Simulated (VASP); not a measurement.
# C (Fd-3m) in VASP: further runs

Runs on C. Level: PBE. Tasks: single point, relaxation of cell and atoms.

Everything below comes from runs of VASP 6.6.1. Logs are shortened: lines on timing, memory, paths and dates and some standing lists are left out, and cuts for length are marked.

### Step 1. The cell of the first run

It takes space group Fd-3m (No. 227, cubic). The conventional cell has a = 3.572 Å, b = 3.572 Å, c = 3.572 Å, α = 90.00°, β = 90.00°, γ = 90.00°. C (site symmetry -43m) has 4 C at 1.55 Å within 2.1 Å.

### Step 2. Single point, PBE

INCAR reads:

```
PREC = Accurate ; ENCUT = 520
EDIFF = 1E-6 ; ISMEAR = 0
SIGMA = 0.02 ; LREAL = False
LASPH = True ; NELM = 80
ALGO = Normal ; ISIF = 2
LWAVE = False ; LCHARG = False
GGA = PE ; NBANDS = 11
```

KPOINTS reads:

```
regular mesh
0
Gamma
  12 12 12
```

POSCAR reads:

```
C
1.0
    0.0000000000      1.7857636494      1.7857636494
    1.7857636494      0.0000000000      1.7857636494
    1.7857636494      1.7857636494      0.0000000000
C
2
Direct
    0.0000000000      0.0000000000      0.0000000000
    0.2500000000      0.2500000000      0.2500000000
```

Potentials or basis: VASP PAW PBE potentials, release 64 (C).

Launch:

```sh
$ cat potpaw_PBE.64/C/POTCAR > POTCAR
$ mpirun -np 1 vasp_std > vasp.out
```

OUTCAR:

```text
PREC = Accurate
   ENCUT = 520
   EDIFF = 1E-6
   ISMEAR = 0
   LREAL = False
   LASPH = True
   NELM = 80
   ISIF = 2
   GGA = PE

 ion  position               nearest neighbor table
   1  0.000  0.000  0.000-   2 1.55   2 1.55   2 1.55   2 1.55
   2  0.250  0.250  0.250-   1 1.55   1 1.55   1 1.55   1 1.55

  LATTYP: Found a face centered cubic cell.
 ALAT       =     3.5715272988

  Lattice vectors:

 A1 = (   0.0000000000,   1.7857636494,   1.7857636494)
 A2 = (   1.7857636494,   0.0000000000,   1.7857636494)
 A3 = (   1.7857636494,   1.7857636494,   0.0000000000)

Analysis of symmetry for initial positions (statically):
=====================================================================
 Subroutine PRICEL returns:
 Original cell was already a primitive cell.

 Routine SETGRP: Setting up the symmetry group for a
 face centered cubic supercell.

 Subroutine GETGRP returns: Found 48 space group operations
 (whereof 24 operations were pure point group operations)
 out of a pool of 48 trial point group operations.

The static configuration has the point symmetry T_d .
 The point group associated with its full space group is O_h .

Analysis of symmetry for dynamics (positions and initial velocities):
=====================================================================
 Subroutine PRICEL returns:
 Original cell was already a primitive cell.

 Routine SETGRP: Setting up the symmetry group for a
 face centered cubic supercell.

 Subroutine GETGRP returns: Found 48 space group operations
 (whereof 24 operations were pure point group operations)
 out of a pool of 48 trial point group operations.

The dynamic configuration has the point symmetry T_d .
 The point group associated with its full space group is O_h .

 Subroutine INISYM returns: Found 48 space group operations
 (whereof 24 operations are pure point group operations),
 and found     1 'primitive' translations

----------------------------------------------------------------------------------------

                                     Primitive cell

  volume of cell :      11.3894

  direct lattice vectors                    reciprocal lattice vectors
     0.000000000  1.785763649  1.785763649    -0.279992260  0.279992260  0.279992260
     1.785763649  0.000000000  1.785763649     0.279992260 -0.279992260  0.279992260
     1.785763649  1.785763649  0.000000000     0.279992260  0.279992260 -0.279992260

  length of vectors
     2.525451172  2.525451172  2.525451172     0.484960820  0.484960820  0.484960820

  position of ions in fractional coordinates (direct lattice)
     0.000000000  0.000000000  0.000000000
     0.250000000  0.250000000  0.250000000

  ion indices of the primitive-cell ions
   primitive index   ion index
                 1           1
                 2           2

----------------------------------------------------------------------------------------

 KPOINTS: regular mesh

Automatic generation of k-mesh.
 Grid dimensions read from file:
 generate k-points for:   12   12   12

 Generating k-lattice:

  Cartesian coordinates                     Fractional coordinates (reciprocal lattice)
    -0.023332688  0.023332688  0.023332688     0.083333333  0.000000000  0.000000000
     0.023332688 -0.023332688  0.023332688     0.000000000  0.083333333  0.000000000
     0.023332688  0.023332688 -0.023332688     0.000000000  0.000000000  0.083333333

  Length of vectors
     0.040413402  0.040413402  0.040413402

  Shift w.r.t. Gamma in fractional coordinates (k-lattice)
     0.000000000  0.000000000  0.000000000

 Subroutine IBZKPT returns following result:
 ===========================================

 Found     72 irreducible k-points:

 Following reciprocal coordinates:
            Coordinates               Weight
  0.000000  0.000000  0.000000      1.000000
  0.083333  0.000000  0.000000      8.000000
  0.166667  0.000000  0.000000      8.000000
  0.250000  0.000000  0.000000      8.000000
  0.333333  0.000000  0.000000      8.000000
  0.416667  0.000000  0.000000      8.000000
[... 16 lines left out ...]
  0.500000  0.166667  0.000000     24.000000
 -0.416667  0.166667  0.000000     24.000000
 [... further k-points ...]
   k-points           NKPTS =     72   k-points in BZ     NKDIM =     72   number of bands    NBANDS=     11
   number of dos      NEDOS =    301   number of ions     NIONS =      2
   total plane-waves  NPLWV =   8000
   dimension x,y,z NGX =    20 NGY =   20 NGZ =   20
   dimension x,y,z NGXF=    40 NGYF=   40 NGZF=   40
   ions per type =               2
   NGX,Y,Z   is equivalent  to a cutoff of  13.17, 13.17, 13.17 a.u.
   NGXF,Y,Z  is equivalent  to a cutoff of  26.33, 26.33, 26.33 a.u.
 SYSTEM =  unknown system
   PREC   = accura    normal or accurate (medium, high low for compatibility)
   ISTART =      0    job   : 0-new  1-cont  2-samecut
   ICHARG =      2    charge: 1-file 2-atom 10-const
   ISPIN  =      1    spin polarized calculation?
   LNONCOLLINEAR =      F non collinear calculations
   LSORBIT =      F    spin-orbit coupling
   LASPH  =      T    aspherical Exc in radial PAW
   ENCUT  =  520.0 eV  38.22 Ry    6.18 a.u.   4.70  4.70  4.70*2*pi/ulx,y,z
   NELM   =     80;   NELMIN=  2; NELMDL= -5     # of ELM steps
   EDIFF  = 0.1E-05   stopping-criterion for ELM
   LREAL  =      F    real-space projection
   EDIFFG = 0.1E-04   stopping-criterion for IOM
   NSW    =      0    number of steps for IOM
   IBRION =     -1    ionic relax: 0-MD 1-quasi-New 2-CG
   NFREE  =      0    steps in history (QN), initial steepest desc. (CG)
   ISIF   =      2    stress and relaxation
   ISYM   =      2    0-nonsym 1-usesym 2-fastsym
   POTIM  = 0.5000    time-step for ionic-motion
   TEBEG  =    0.0;   TEEND  =   0.0 temperature during run
   PSTRESS=    0.0 pullay stress
   NELECT =       8.0000    total number of electrons
   NUPDOWN=      -1.0000    fix difference up-down
   EMIN   =  10.00;   EMAX   =-10.00  energy-range for DOS
   EFERMI =   0.00;   METHOD = LEGACY
   ISMEAR =     0;   SIGMA  =   0.02  broadening in eV -4-tet -1-fermi 0-gaus
   EFERMI_NEDOS =   21; number of points for ismear=-14 and -15
   IALGO  =     38    algorithm
   IMIX   =      4    mixing-type and parameters
     AMIX     =   0.40;   BMIX     =  1.00
     AMIX_MAG =   1.60;   BMIX_MAG =  1.00
  volume/ion in A,a.u.               =       5.69        38.43
  Fermi-wavevector in a.u.,A,eV,Ry     =   1.455250  2.750023 28.813761  2.117752
  Thomas-Fermi vector in A             =   2.572306
   LORBIT       =      0    0 simple, 1 ext, 2 COOP (PROOUT), +10 PAW based schemes
   GGA     = PE    functional components
   LHFCALC =     F    Hartree Fock is set to
   AEXX    =    0.0000 exact exchange contribution
   IVDW    =     0    specifies the selected vdW correction
   LEPSILON=     F    determine dielectric tensor
   LRPA    =     F    only Hartree local field effects (RPA)
 non-spin polarized calculation
 Gauss-broadening in eV      SIGMA  =   0.02
  energy-cutoff  :      520.00
  volume of cell :       11.39
 maximum number of plane-waves:       331
   NGX =  9   NGY =  9   NGZ =  9

 number of electron       7.9999999 magnetization

 Free energy of the ion-electron system (eV)
  ---------------------------------------------------
  ext. energy  EPLUGINS =         0.00000000
  ---------------------------------------------------
  free energy    TOTEN  =       -18.18576381 eV

  energy without entropy =      -18.18576381  energy(sigma->0) =      -18.18576381

 E-fermi :   9.7754     XC(G=0): -13.2307

 val. band max:        9.6717826237   @ k =   0.0000   0.0000   0.0000
 cond. band min:      13.8157928757   @ k =   0.3333   0.3333   0.0000
 fundamental gap:      4.1440102520
 Fermi energy:         9.7754300630

 k-point     1 :       0.0000    0.0000    0.0000
  band No.  band energies     occupation
      1     -11.7514      2.00000
      2       9.6718      2.00000
      3       9.6718      2.00000
      4       9.6718      2.00000
      5      15.2507      0.00000
      6      15.2507      0.00000
      7      15.2507      0.00000
      8      22.9117      0.00000
      9      28.9143      0.00000
     10      36.1622      0.00000
     11      36.1622      0.00000

 k-point     2 :       0.0833    0.0000    0.0000
  band No.  band energies     occupation
      1     -11.5595      2.00000
      2       8.4497      2.00000
      3       9.3508      2.00000
      4       9.3508      2.00000
      5      15.6717      0.00000
      6      15.6717      0.00000
      7      15.9609      0.00000
      8      23.0800      0.00000
      9      29.2344      0.00000
     10      34.0443      0.00000
     11      34.0443      0.00000

 k-point     3 :       0.1667    0.0000    0.0000
  band No.  band energies     occupation
      1     -10.9864      2.00000
      2       5.9269      2.00000
      3       8.6531      2.00000
      4       8.6531      2.00000
      5      16.5874      0.00000
      6      16.5874      0.00000
      7      17.0398      0.00000
      8      23.5638      0.00000
      9      29.9036      0.00000
     10      32.4529      0.00000
     11      32.4529      0.00000
[... 267 lines left out ...]
 k-point    23 :       0.5000    0.1667    0.0000
  band No.  band energies     occupation
      1      -6.0169      2.00000
      2      -2.3038      2.00000
      3       4.6992      2.00000
      4       5.7216      2.00000
      5      16.7547      0.00000
      6      20.3649      0.00000
      7      20.8477      0.00000
      8      23.9194      0.00000
      9      29.7659      0.00000
     10      33.4174      0.00000
     11      36.2088      0.00000

 k-point    24 :      -0.4167    0.1667    0.0000
  band No.  band energies     occupation
      1      -5.5905      2.00000
      2      -2.8162      2.00000
      3       4.2149      2.00000
      4       6.0982      2.00000
      5      17.1906      0.00000
      6      19.8771      0.00000
      7      20.8255      0.00000
      8      25.0656      0.00000
      9      29.0750      0.00000
     10      33.8150      0.00000
     11      34.1711      0.00000

 [... further k-points ...]

------------------------ aborting loop because EDIFF is reached ----------------------------------------

  FORCE on cell =-STRESS in cart. coord.  units (eV):
  Direction    XX          YY          ZZ          XY          YZ          ZX
  --------------------------------------------------------------------------------------
  -------------------------------------------------------------------------------------
  Total        0.0486661      0.0486661      0.0486661      0.0000000      0.0000000     -0.0000000
  in kB        6.8459760      6.8459760      6.8459760      0.0000000      0.0000000     -0.0000000
  external PRESSURE =       6.8459760 kB  Pullay stress =       0.0000000 kB

 VOLUME and BASIS-vectors are now :
 -----------------------------------------------------------------------------
  energy-cutoff  :      520.00
  volume of cell :       11.39
      direct lattice vectors                 reciprocal lattice vectors
     0.000000000  1.785763649  1.785763649    -0.279992260  0.279992260  0.279992260
     1.785763649  0.000000000  1.785763649     0.279992260 -0.279992260  0.279992260
     1.785763649  1.785763649  0.000000000     0.279992260  0.279992260 -0.279992260

 POSITION                                       TOTAL-FORCE (eV/Angst)
 -----------------------------------------------------------------------------------
      0.00000      0.00000      0.00000         0.000000     -0.000000      0.000000
      0.89288      0.89288      0.89288        -0.000000      0.000000     -0.000000
 -----------------------------------------------------------------------------------
    total drift:                                0.000000      0.000000      0.000000

  FREE ENERGIE OF THE ION-ELECTRON SYSTEM (eV)
  ---------------------------------------------------
  free  energy   TOTEN  =       -18.1857638146 eV

  energy  without entropy=      -18.1857638146  energy(sigma->0) =      -18.18576381
```

Run time: 5.6 s. Hardware: 1 thread of Intel Xeon 6975P-C, shared host; peak memory 0.12 GiB.

What came out:

* Free energy: -18.1858 eV
* Pressure: 0.7 GPa
* Band gap on the k mesh: 4.14 eV, indirect (least direct gap 5.58 eV)

Levels at points of the mesh, in eV from the valence-band top:
```tsv
k point	band 1	band 2	band 3	band 4	band 5	band 6	band 7	band 8
(0.00, 0.00, 0.00)	-21.42	0.00	0.00	0.00	5.58	5.58	5.58	13.24
(0.50, 0.00, 0.00)	-15.67	-13.33	-2.79	-2.79	8.44	8.44	8.79	15.66
(0.50, 0.50, 0.00)	-12.73	-12.73	-6.27	-6.27	4.75	4.75	16.75	16.75
```

A k mesh can miss the band edges. A hybrid or GW would open this gap; PBE tends to underestimate it.

### Step 3. Relaxation of cell and atoms, PBE

INCAR reads:

```
SYSTEM = C
PREC = Accurate
ENCUT = 600
EDIFF = 1E-6
ISMEAR = 0
SIGMA = 0.02
LREAL = .FALSE.
LASPH = .TRUE.
NELM = 80
ALGO = Normal
ISIF = 3
LWAVE = .FALSE.
LCHARG = .FALSE.
GGA = PE
IBRION = 2
NSW = 100
EDIFFG = -0.01
```

KPOINTS reads:

```
Automatic mesh
0
G
  12 12 12
  0 0 0
```

POSCAR reads:

```
C
1.0
    0.0000000000      1.7857138613      1.7857138613
    1.7857138613      0.0000000000      1.7857138613
    1.7857138613      1.7857138613      0.0000000000
C
2
Direct
    0.0000000000      0.0000000000      0.0000000000
    0.2500000000      0.2500000000      0.2500000000
```

Potentials or basis: VASP PAW PBE potentials, release 64 (C).

Launch:

```sh
$ cat potpaw_PBE.64/C/POTCAR > POTCAR
$ mpirun -np 1 vasp_std > vasp.out
```

OUTCAR:

```text
SYSTEM = C
   PREC = Accurate
   ENCUT = 600
   EDIFF = 1E-6
   ISMEAR = 0
   LREAL = .FALSE.
   LASPH = .TRUE.
   NELM = 80
   ISIF = 3
   GGA = PE
   IBRION = 2
   NSW = 100
   EDIFFG = -0.01

 ion  position               nearest neighbor table
   1  0.000  0.000  0.000-   2 1.55   2 1.55   2 1.55   2 1.55
   2  0.250  0.250  0.250-   1 1.55   1 1.55   1 1.55   1 1.55

  LATTYP: Found a face centered cubic cell.
 ALAT       =     3.5714277226

  Lattice vectors:
[... 456 lines left out ...]

  FORCE on cell =-STRESS in cart. coord.  units (eV):
  Direction    XX          YY          ZZ          XY          YZ          ZX
  --------------------------------------------------------------------------------------
  -------------------------------------------------------------------------------------
  Total        0.0036545      0.0036545      0.0036545      0.0000000     -0.0000000     -0.0000000
  in kB        0.5141275      0.5141275      0.5141275      0.0000000     -0.0000000     -0.0000000
  external PRESSURE =       0.5141275 kB  Pullay stress =       0.0000000 kB

 VOLUME and BASIS-vectors are now :
 -----------------------------------------------------------------------------
  energy-cutoff  :      600.00
  volume of cell :       11.39
      direct lattice vectors                 reciprocal lattice vectors
     0.000000000  1.785713861  1.785713861    -0.280000067  0.280000067  0.280000067
     1.785713861  0.000000000  1.785713861     0.280000067 -0.280000067  0.280000067
     1.785713861  1.785713861  0.000000000     0.280000067  0.280000067 -0.280000067

 POSITION                                       TOTAL-FORCE (eV/Angst)
 -----------------------------------------------------------------------------------
      0.00000      0.00000      0.00000        -0.000000     -0.000000     -0.000000
      0.89286      0.89286      0.89286         0.000000      0.000000      0.000000
 -----------------------------------------------------------------------------------
    total drift:                                0.000000      0.000000      0.000000

  FREE ENERGIE OF THE ION-ELECTRON SYSTEM (eV)
  ---------------------------------------------------
  free  energy   TOTEN  =       -18.1904922892 eV

  energy  without entropy=      -18.1904922892  energy(sigma->0) =      -18.19049229

 reached required accuracy - stopping structural energy minimisation
```

Wall time 4.7 s (1 thread of Intel Xeon 6975P-C, shared host); peak memory 0.12 GiB.

What came out:

```yaml
Free_energy: -18.1905 eV
Pressure_after_relaxing: 0.1 GPa
Band_gap_on_the_k_mesh: 4.14 eV, indirect (least direct gap 5.58 eV)
```

Final structure:
```
C
1.0
     0.00000    1.78571    1.78571
     1.78571    0.00000    1.78571
     1.78571    1.78571    0.00000
C
2
Direct
  0.00000 0.00000 0.00000
  0.25000 0.25000 0.25000
```

Caveat: the relaxation stopped at its first step, so nothing moved.
